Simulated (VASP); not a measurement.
# BN (sol2) (P6_3mc) in VASP: further runs, part 2 of 2

VASP 6.6.1. The steps go on from the part before.

## (3) Single point, PBEsol (strained cell)

INCAR

```
SYSTEM = BN
ALGO     = Normal         ! electronic algorithm
EDIFF    = 1E-7           ! SCF threshold, eV
ENCUT    = 520            ! plane-wave cutoff, eV
GGA      = PS             ! functional
ISIF     = 2              ! what is computed and relaxed
ISMEAR   = 0              ! smearing method
LASPH    = .True.         ! aspherical terms in the spheres
LCHARG   = .False.        ! write CHGCAR
LREAL    = .False.        ! projectors in reciprocal space
LWAVE    = .False.        ! write WAVECAR
NBANDS   = 16             ! bands
NELM     = 60             ! most SCF steps
PREC     = Accurate       ! precision mode
SIGMA    = 0.02           ! smearing width, eV
```

KPOINTS

```
k-points
0
Gamma
  9 9 6
  0 0 0
```

POSCAR

```
BN
1.0
    2.5024521521      0.0000000000      0.0000000000
   -1.2512260761      2.1671871355      0.0000000000
    0.0000000000      0.0000000000      4.2404782105
B N
2 2
Direct
    0.3333333333      0.6666666667      0.0000524645
    0.6666666667      0.3333333333      0.5000524645
    0.3333333333      0.6666666667      0.3739475355
    0.6666666667      0.3333333333      0.8739475355
```

Potentials or basis: VASP PAW PBE potentials, release 64 (B, N).

Run with:

```sh
$ cat potpaw_PBE.64/B/POTCAR potpaw_PBE.64/N/POTCAR > POTCAR
$ mpirun -np 1 vasp_std > vasp.out
```

OUTCAR:

```text
SYSTEM = BN
   EDIFF = 1E-7
   ENCUT = 520
   GGA = PS
   ISIF = 2
   ISMEAR = 0
   LASPH = .True.
   LREAL = .False.
   NELM = 60
   PREC = Accurate

 ion  position               nearest neighbor table
   1  0.333  0.667  0.000-   4 1.54   4 1.54   4 1.54   3 1.59
   2  0.667  0.333  0.500-   3 1.54   3 1.54   3 1.54   4 1.59
   3  0.333  0.667  0.374-   2 1.54   2 1.54   2 1.54   1 1.59
   4  0.667  0.333  0.874-   1 1.54   1 1.54   1 1.54   2 1.59

  LATTYP: Found a hexagonal cell.
 ALAT       =     2.5024521521
 C/A-ratio  =     1.6945291869

  Lattice vectors:

 A1 = (   2.5024521521,   0.0000000000,   0.0000000000)
 A2 = (  -1.2512260761,   2.1671871355,   0.0000000000)
 A3 = (   0.0000000000,   0.0000000000,   4.2404782105)

Analysis of symmetry for initial positions (statically):
=====================================================================
 Subroutine PRICEL returns:
 Original cell was already a primitive cell.

 Routine SETGRP: Setting up the symmetry group for a
 hexagonal supercell.

 Subroutine GETGRP returns: Found 12 space group operations
 (whereof  6 operations were pure point group operations)
 out of a pool of 24 trial point group operations.

The static configuration has the point symmetry C_3v.
 The point group associated with its full space group is C_6v.

Analysis of symmetry for dynamics (positions and initial velocities):
=====================================================================
 Subroutine PRICEL returns:
 Original cell was already a primitive cell.

 Routine SETGRP: Setting up the symmetry group for a
 hexagonal supercell.

 Subroutine GETGRP returns: Found 12 space group operations
 (whereof  6 operations were pure point group operations)
[... 123 lines left out ...]
   EFERMI_NEDOS =   21; number of points for ismear=-14 and -15
   IALGO  =     38    algorithm
   IMIX   =      4    mixing-type and parameters
     AMIX     =   0.40;   BMIX     =  1.00
     AMIX_MAG =   1.60;   BMIX_MAG =  1.00
  volume/ion in A,a.u.               =       5.75        38.80
  Fermi-wavevector in a.u.,A,eV,Ry     =   1.450627  2.741288 28.631002  2.104319
  Thomas-Fermi vector in A             =   2.568218
   LORBIT       =      0    0 simple, 1 ext, 2 COOP (PROOUT), +10 PAW based schemes
   GGA     = PS    functional components
   LHFCALC =     F    Hartree Fock is set to
   AEXX    =    0.0000 exact exchange contribution
   IVDW    =     0    specifies the selected vdW correction
   LEPSILON=     F    determine dielectric tensor
   LRPA    =     F    only Hartree local field effects (RPA)
 non-spin polarized calculation
 Gauss-broadening in eV      SIGMA  =   0.02
  energy-cutoff  :      520.00
  volume of cell :       23.00
 maximum number of plane-waves:       640
 NGX is ok and might be reduce to    20
   NGX =  9   NGY =  9   NGZ = 15

 number of electron      15.9999997 magnetization

 Free energy of the ion-electron system (eV)
  ---------------------------------------------------
  ext. energy  EPLUGINS =         0.00000000
  ---------------------------------------------------
  free energy    TOTEN  =       -36.58081410 eV

  energy without entropy =      -36.58081410  energy(sigma->0) =      -36.58081410

 E-fermi :   8.0589     XC(G=0): -13.1411

 val. band max:        7.9052886160   @ k =   0.0000   0.0000   0.0000
 cond. band min:      12.6837029078   @ k =   0.3333   0.3333   0.0000
 fundamental gap:      4.7784142918
 Fermi energy:         8.0589303397

 k-point     1 :       0.0000    0.0000    0.0000
  band No.  band energies     occupation
      1     -12.8863      2.00000
      2      -8.7733      2.00000
      3      -3.4705      2.00000
      4       5.8821      2.00000
      5       5.8821      2.00000
      6       7.4690      2.00000
[... 433 lines left out ...]
      3      -1.5372      2.00000
      4      -0.1321      2.00000
      5      -0.1321      2.00000
      6       1.6180      2.00000
[... 8 lines left out ...]
     15      24.2168      0.00000
     16      24.2168      0.00000

 [... further k-points ...]

------------------------ aborting loop because EDIFF is reached ----------------------------------------

  FORCE on cell =-STRESS in cart. coord.  units (eV):
  Direction    XX          YY          ZZ          XY          YZ          ZX
  --------------------------------------------------------------------------------------
  -------------------------------------------------------------------------------------
  Total        2.5570946      2.5570946     -0.9890657     -0.0000000     -0.0000000      0.0000000
  in kB      178.1477513    178.1477513    -68.9062618     -0.0000000     -0.0000000      0.0000000
  external PRESSURE =      95.7964136 kB  Pullay stress =       0.0000000 kB

 VOLUME and BASIS-vectors are now :
 -----------------------------------------------------------------------------
  energy-cutoff  :      520.00
  volume of cell :       23.00
      direct lattice vectors                 reciprocal lattice vectors
     2.502452152  0.000000000  0.000000000     0.399608040  0.230713810  0.000000000
    -1.251226076  2.167187135  0.000000000     0.000000000  0.461427619  0.000000000
     0.000000000  0.000000000  4.240478211     0.000000000  0.000000000  0.235822459

 POSITION                                       TOTAL-FORCE (eV/Angst)
 -----------------------------------------------------------------------------------
     -0.00000      1.44479      0.00022         0.000000      0.000000      0.012415
      1.25123      0.72240      2.12046         0.000000      0.000000      0.012415
     -0.00000      1.44479      1.58572         0.000000     -0.000000     -0.012415
      1.25123      0.72240      3.70596        -0.000000      0.000000     -0.012415
 -----------------------------------------------------------------------------------
    total drift:                               -0.000000      0.000000     -0.000329

  FREE ENERGIE OF THE ION-ELECTRON SYSTEM (eV)
  ---------------------------------------------------
  free  energy   TOTEN  =       -36.5808141041 eV

  energy  without entropy=      -36.5808141041  energy(sigma->0) =      -36.58081410
```

It took 9.5 s on 1 thread of Intel Xeon Platinum 8559C (Emerald Rapids), shared host; peak memory 0.13 GiB.

Results:

```
Free energy            : -36.5808 eV
Pressure               : 9.6 GPa
Largest force          : 0.012 eV/Å
Band gap on the k mesh : 4.78 eV, indirect (least direct gap 7.90 eV)
```

Forces in eV/Å, atoms in the order of the input:
```
B    0.000  0.000  0.012
B    0.000  0.000  0.012
N    0.000  0.000 -0.012
N    0.000  0.000 -0.012
```

Stress tensor (GPa, compression positive):
```
17.81  0.00  0.00
 0.00 17.81  0.00
 0.00  0.00 -6.89
```

Caveat: the cell differs from its parent crystal (strained cell); the PAW data sets were made with another functional, which shifts forces and pressure a little. A k mesh can miss the band edges.

## (4) Single point, PBEsol (strained cell)

INCAR

```
  ALGO = Normal
  EDIFF = 1E-6
  ENCUT = 520
  GGA = PS
  ISIF = 2
  ISMEAR = 0
  LASPH = T
  LCHARG = F
  LREAL = F
  LWAVE = F
  NBANDS = 16
  NELM = 80
  PREC = Accurate
  SIGMA = 0.02
```

KPOINTS

```
k-points
0
Gamma
  9 9 6
```

POSCAR

```
BN
1.0
    2.5024521521      0.0000000000      0.0000000000
   -1.2512260761      2.1671871355      0.0000000000
    0.0000000000      0.0000000000      4.2124704523
B N
2 2
Direct
    0.3333333333      0.6666666667      0.0000745351
    0.6666666667      0.3333333333      0.5000745351
    0.3333333333      0.6666666667      0.3739254649
    0.6666666667      0.3333333333      0.8739254649
```

Potentials or basis: VASP PAW PBE potentials, release 64 (B, N).

Run with:

```sh
$ cat potpaw_PBE.64/B/POTCAR potpaw_PBE.64/N/POTCAR > POTCAR
$ mpirun -np 1 vasp_std > vasp.out
```

OUTCAR:

```text
EDIFF = 1E-6
   ENCUT = 520
   GGA = PS
   ISIF = 2
   ISMEAR = 0
   LASPH = T
   LREAL = F
   NELM = 80
   PREC = Accurate

 ion  position               nearest neighbor table
   1  0.333  0.667  0.000-   4 1.54   4 1.54   4 1.54   3 1.57
   2  0.667  0.333  0.500-   3 1.54   3 1.54   3 1.54   4 1.57
   3  0.333  0.667  0.374-   2 1.54   2 1.54   2 1.54   1 1.57
   4  0.667  0.333  0.874-   1 1.54   1 1.54   1 1.54   2 1.57

  LATTYP: Found a hexagonal cell.
 ALAT       =     2.5024521521
 C/A-ratio  =     1.6833370615

  Lattice vectors:

 A1 = (   2.5024521521,   0.0000000000,   0.0000000000)
 A2 = (  -1.2512260761,   2.1671871355,   0.0000000000)
 A3 = (   0.0000000000,   0.0000000000,   4.2124704523)

Analysis of symmetry for initial positions (statically):
=====================================================================
 Subroutine PRICEL returns:
 Original cell was already a primitive cell.

 Routine SETGRP: Setting up the symmetry group for a
 hexagonal supercell.

 Subroutine GETGRP returns: Found 12 space group operations
 (whereof  6 operations were pure point group operations)
 out of a pool of 24 trial point group operations.

The static configuration has the point symmetry C_3v.
 The point group associated with its full space group is C_6v.

Analysis of symmetry for dynamics (positions and initial velocities):
=====================================================================
 Subroutine PRICEL returns:
 Original cell was already a primitive cell.

 Routine SETGRP: Setting up the symmetry group for a
 hexagonal supercell.

 Subroutine GETGRP returns: Found 12 space group operations
 (whereof  6 operations were pure point group operations)
 out of a pool of 24 trial point group operations.

The dynamic configuration has the point symmetry C_3v.
 The point group associated with its full space group is C_6v.

 Subroutine INISYM returns: Found 12 space group operations
 (whereof  6 operations are pure point group operations),
 and found     1 'primitive' translations

----------------------------------------------------------------------------------------

                                     Primitive cell

  volume of cell :      22.8454

  direct lattice vectors                    reciprocal lattice vectors
     2.502452152  0.000000000  0.000000000     0.399608040  0.230713810  0.000000000
    -1.251226076  2.167187135  0.000000000     0.000000000  0.461427619  0.000000000
     0.000000000  0.000000000  4.212470452     0.000000000  0.000000000  0.237390389

  length of vectors
     2.502452152  2.502452152  4.212470452     0.461427619  0.461427619  0.237390389

  position of ions in fractional coordinates (direct lattice)
     0.333333333  0.666666667  0.000074535
     0.666666667  0.333333333  0.500074535
     0.333333333  0.666666667  0.373925465
     0.666666667  0.333333333  0.873925465

  ion indices of the primitive-cell ions
   primitive index   ion index
                 1           1
                 2           2
                 3           3
                 4           4

[... 26 lines left out ...]
 Following reciprocal coordinates:
            Coordinates               Weight
  0.000000  0.000000  0.000000      1.000000
  0.111111  0.000000  0.000000      6.000000
  0.222222 -0.000000  0.000000      6.000000
  0.333333 -0.000000  0.000000      6.000000
  0.444444 -0.000000  0.000000      6.000000
  0.111111  0.111111  0.000000      6.000000
[... 16 lines left out ...]
  0.333333  0.222222  0.166667     24.000000
  0.333333  0.333333  0.166667      4.000000
 [... further k-points ...]
   k-points           NKPTS =     48   k-points in BZ     NKDIM =     48   number of bands    NBANDS=     16
   number of dos      NEDOS =    301   number of ions     NIONS =      4
   total plane-waves  NPLWV =  12800
   dimension x,y,z NGX =    20 NGY =   20 NGZ =   32
   dimension x,y,z NGXF=    40 NGYF=   40 NGZF=   64
   ions per type =               2   2
   NGX,Y,Z   is equivalent  to a cutoff of  13.29, 13.29, 12.63 a.u.
   NGXF,Y,Z  is equivalent  to a cutoff of  26.57, 26.57, 25.26 a.u.
 SYSTEM =  unknown system
   PREC   = accura    normal or accurate (medium, high low for compatibility)
   ISTART =      0    job   : 0-new  1-cont  2-samecut
   ICHARG =      2    charge: 1-file 2-atom 10-const
   ISPIN  =      1    spin polarized calculation?
   LNONCOLLINEAR =      F non collinear calculations
   LSORBIT =      F    spin-orbit coupling
   LASPH  =      T    aspherical Exc in radial PAW
   ENCUT  =  520.0 eV  38.22 Ry    6.18 a.u.   4.65  4.65  7.83*2*pi/ulx,y,z
   NELM   =     80;   NELMIN=  2; NELMDL= -5     # of ELM steps
   EDIFF  = 0.1E-05   stopping-criterion for ELM
   LREAL  =      F    real-space projection
   EDIFFG = 0.1E-04   stopping-criterion for IOM
   NSW    =      0    number of steps for IOM
   IBRION =     -1    ionic relax: 0-MD 1-quasi-New 2-CG
   NFREE  =      0    steps in history (QN), initial steepest desc. (CG)
   ISIF   =      2    stress and relaxation
   ISYM   =      2    0-nonsym 1-usesym 2-fastsym
   POTIM  = 0.5000    time-step for ionic-motion
   TEBEG  =    0.0;   TEEND  =   0.0 temperature during run
   PSTRESS=    0.0 pullay stress
   NELECT =      16.0000    total number of electrons
   NUPDOWN=      -1.0000    fix difference up-down
   EMIN   =  10.00;   EMAX   =-10.00  energy-range for DOS
   EFERMI =   0.00;   METHOD = LEGACY
   ISMEAR =     0;   SIGMA  =   0.02  broadening in eV -4-tet -1-fermi 0-gaus
   EFERMI_NEDOS =   21; number of points for ismear=-14 and -15
   IALGO  =     38    algorithm
   IMIX   =      4    mixing-type and parameters
     AMIX     =   0.40;   BMIX     =  1.00
     AMIX_MAG =   1.60;   BMIX_MAG =  1.00
  volume/ion in A,a.u.               =       5.71        38.54
  Fermi-wavevector in a.u.,A,eV,Ry     =   1.453835  2.747350 28.757769  2.113636
  Thomas-Fermi vector in A             =   2.571056
   LORBIT       =      0    0 simple, 1 ext, 2 COOP (PROOUT), +10 PAW based schemes
   GGA     = PS    functional components
   LHFCALC =     F    Hartree Fock is set to
   AEXX    =    0.0000 exact exchange contribution
   IVDW    =     0    specifies the selected vdW correction
   LEPSILON=     F    determine dielectric tensor
   LRPA    =     F    only Hartree local field effects (RPA)
 non-spin polarized calculation
 Gauss-broadening in eV      SIGMA  =   0.02
  energy-cutoff  :      520.00
  volume of cell :       22.85
 maximum number of plane-waves:       628
 NGX is ok and might be reduce to    20
   NGX =  9   NGY =  9   NGZ = 15

 number of electron      15.9999997 magnetization

 Free energy of the ion-electron system (eV)
  ---------------------------------------------------
  ext. energy  EPLUGINS =         0.00000000
  ---------------------------------------------------
  free energy    TOTEN  =       -36.58373014 eV

  energy without entropy =      -36.58373014  energy(sigma->0) =      -36.58373014

 E-fermi :   8.1633     XC(G=0): -13.1733

 val. band max:        7.9835321371   @ k =   0.0000   0.0000   0.0000
 cond. band min:      12.7720839226   @ k =   0.3333   0.3333   0.0000
 fundamental gap:      4.7885517856
 Fermi energy:         8.1632943953

 k-point     1 :       0.0000    0.0000    0.0000
  band No.  band energies     occupation
      1     -12.8790      2.00000
      2      -8.6753      2.00000
      3      -3.4371      2.00000
      4       5.8975      2.00000
      5       5.8975      2.00000
      6       7.5741      2.00000
[... 433 lines left out ...]
      3      -1.5240      2.00000
      4      -0.0816      2.00000
      5      -0.0816      2.00000
      6       1.7078      2.00000
[... 8 lines left out ...]
     15      24.4275      0.00000
     16      24.4275      0.00000

 [... further k-points ...]

------------------------ aborting loop because EDIFF is reached ----------------------------------------

  FORCE on cell =-STRESS in cart. coord.  units (eV):
  Direction    XX          YY          ZZ          XY          YZ          ZX
  --------------------------------------------------------------------------------------
  -------------------------------------------------------------------------------------
  Total        2.6149740      2.6149740      0.0254113     -0.0000000      0.0000000      0.0000000
  in kB      183.3913670    183.3913670      1.7821268     -0.0000000      0.0000000      0.0000000
  external PRESSURE =     122.8549536 kB  Pullay stress =       0.0000000 kB

 VOLUME and BASIS-vectors are now :
 -----------------------------------------------------------------------------
  energy-cutoff  :      520.00
  volume of cell :       22.85
      direct lattice vectors                 reciprocal lattice vectors
     2.502452152  0.000000000  0.000000000     0.399608040  0.230713810  0.000000000
    -1.251226076  2.167187135  0.000000000     0.000000000  0.461427619  0.000000000
     0.000000000  0.000000000  4.212470452     0.000000000  0.000000000  0.237390389

 POSITION                                       TOTAL-FORCE (eV/Angst)
 -----------------------------------------------------------------------------------
     -0.00000      1.44479      0.00031        -0.000000      0.000000      0.010348
      1.25123      0.72240      2.10655        -0.000000     -0.000000      0.010348
     -0.00000      1.44479      1.57515        -0.000000     -0.000000     -0.010348
      1.25123      0.72240      3.68139         0.000000      0.000000     -0.010348
 -----------------------------------------------------------------------------------
    total drift:                               -0.000000      0.000000     -0.000769

  FREE ENERGIE OF THE ION-ELECTRON SYSTEM (eV)
  ---------------------------------------------------
  free  energy   TOTEN  =       -36.5837301433 eV

  energy  without entropy=      -36.5837301433  energy(sigma->0) =      -36.58373014
```

OSZICAR:

```text
N       E                     dE             d eps       ncg     rms          rms(c)
DAV:   1     0.371366910446E+02    0.37137E+02   -0.84537E+03  1536   0.982E+02
DAV:   2    -0.364304565029E+02   -0.73567E+02   -0.69078E+02  2208   0.231E+02
DAV:   3    -0.385949220796E+02   -0.21645E+01   -0.21598E+01  1800   0.365E+01
DAV:   4    -0.385998473841E+02   -0.49253E-02   -0.49250E-02  1872   0.196E+00
DAV:   5    -0.385998607825E+02   -0.13398E-04   -0.13398E-04  1728   0.938E-02    0.957E+00
DAV:   6    -0.368101625380E+02    0.17897E+01   -0.20639E+00  1912   0.130E+01    0.467E+00
DAV:   7    -0.366264569978E+02    0.18371E+00   -0.31987E-01  1984   0.451E+00    0.274E+00
DAV:   8    -0.365848177672E+02    0.41639E-01   -0.51683E-02  1880   0.179E+00    0.248E-01
DAV:   9    -0.365836596793E+02    0.11581E-02   -0.20936E-03  1728   0.515E-01    0.135E-01
DAV:  10    -0.365837291490E+02   -0.69470E-04   -0.25105E-04  1880   0.130E-01    0.205E-02
DAV:  11    -0.365837294777E+02   -0.32871E-06   -0.19586E-05  1928   0.407E-02    0.117E-02
DAV:  12    -0.365837301433E+02   -0.66563E-06   -0.24212E-06  1608   0.159E-02
   1 F= -.36583730E+02 E0= -.36583730E+02  d E =-.381721E-39
```

It took 8.6 s on 1 thread of Intel Xeon Platinum 8559C (Emerald Rapids), shared host; peak memory 0.13 GiB.

What came out:

* Free energy: -36.5837 eV
* Pressure: 12.3 GPa
* Largest force: 0.010 eV/Å
* Band gap on the k mesh: 4.79 eV, indirect (least direct gap 8.16 eV)

Forces in eV/Å, atoms in the order of the input:
```
B    0.000  0.000  0.010
B    0.000  0.000  0.010
N    0.000  0.000 -0.010
N    0.000  0.000 -0.010
```

Stress tensor (GPa, compression positive):
```
18.34  0.00  0.00
 0.00 18.34  0.00
 0.00  0.00  0.18
```

Caveat: the cell differs from its parent crystal (strained cell); the PAW data sets were made with another functional, which shifts forces and pressure a little. A k mesh can miss the band edges.

## (5) The runs side by side

| cell | gap on the mesh (eV) | pressure (GPa) | largest force (eV/Å) |
| --- | --- | --- | --- |
| a = 2.502, b = 2.502, c = 4.114 Å, angles 90.0, 90.0, 120.0°, 4 atoms | 4.87 | 22.9 | - |
| a = 2.502, b = 2.502, c = 4.240 Å, angles 90.0, 90.0, 120.0°, 4 atoms | 4.78 | 9.6 | 0.01 |
| a = 2.502, b = 2.502, c = 4.212 Å, angles 90.0, 90.0, 120.0°, 4 atoms | 4.79 | 12.3 | 0.01 |

Alike in all rows: task single point; level PBEsol; potentials or basis VASP PAW PBE potentials, release 64 (B, N); no spin polarisation; k mesh 9 × 9 × 6; cutoff (eV) 520; smearing gaussian 0.02 eV.

Caveats: the PAW data sets were made with another functional, which shifts forces and pressure a little.

Total energies depend on the potentials used, so only differences within one code and one set of settings carry meaning.
